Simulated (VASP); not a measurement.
# ZnS: single point with PBE

Crystal: ZnS.

```xyz
6
Lattice="2.7216 -2.7216 0.0000 2.7216 0.0000 -2.7216 8.6183 4.0823 3.6288" Properties=species:S:1:pos:R:3 pbc="T T T"
Zn    4.3093    1.5878    1.5878
Zn    4.3093   -1.1338   -1.1338
Zn    4.3093    4.3093    4.3093
S     8.3917    2.9485    2.9485
S     5.6701    0.2270    2.9485
S     2.9485    0.2270    0.2270
```

This cell differs from its parent crystal: the part above a cut slid along it.

| Item | Value |
| --- | --- |
| Program | VASP 6.6.1 |
| Task | single point |
| Functional | PBE |
| Potentials or basis | VASP PAW PBE potentials, release 64 (Zn, S) |
| Cutoff | 520 eV |
| k mesh | 8 × 8 × 3 |
| Occupations | gaussian, width 0.05 eV |
| Spin | no spin polarisation |
| Dipole correction | no |
| Further INCAR settings | ALGO = Normal; EDIFF = 1e-06; NBANDS = 36 |

The pressure is -0.8 GPa and the largest force is 0.540 eV/Å. The band gap on the k mesh is 1.50 eV.

Forces in eV/Å, atoms in the order of the input:
```
Zn   0.154  0.142  0.127
Zn  -0.151  0.208 -0.121
Zn  -0.098  0.121 -0.009
S    0.345 -0.107  0.401
S   -0.135 -0.177 -0.144
S   -0.115 -0.187 -0.254
```

Stress tensor (GPa, compression positive):
```
-0.14  1.02 -0.50
 1.02 -0.54  1.05
-0.50  1.05 -1.61
```

Levels at points of the mesh, in eV from the valence-band top:
```
           k point  band 25  band 26  band 27  band 28  band 29  band 30
(0.00, 0.00, 0.00)    -0.19    -0.07     0.00     1.50     3.05     3.36
(0.50, 0.00, 0.00)    -1.52    -1.15    -1.02     1.89     3.66     4.18
(0.00, 0.50, 0.00)    -1.57    -1.20    -0.92     1.98     3.70     4.04
(0.50, 0.50, 0.00)    -1.52    -1.20    -0.79     2.04     3.71     4.10
```

Run time: 12 min on 1 thread of AMD EPYC 7R13, with other jobs on the host, peak memory 0.44 GiB.

Caveat: the cell differs from its parent crystal (the part above a cut slid along it). A k mesh can miss the band edges.
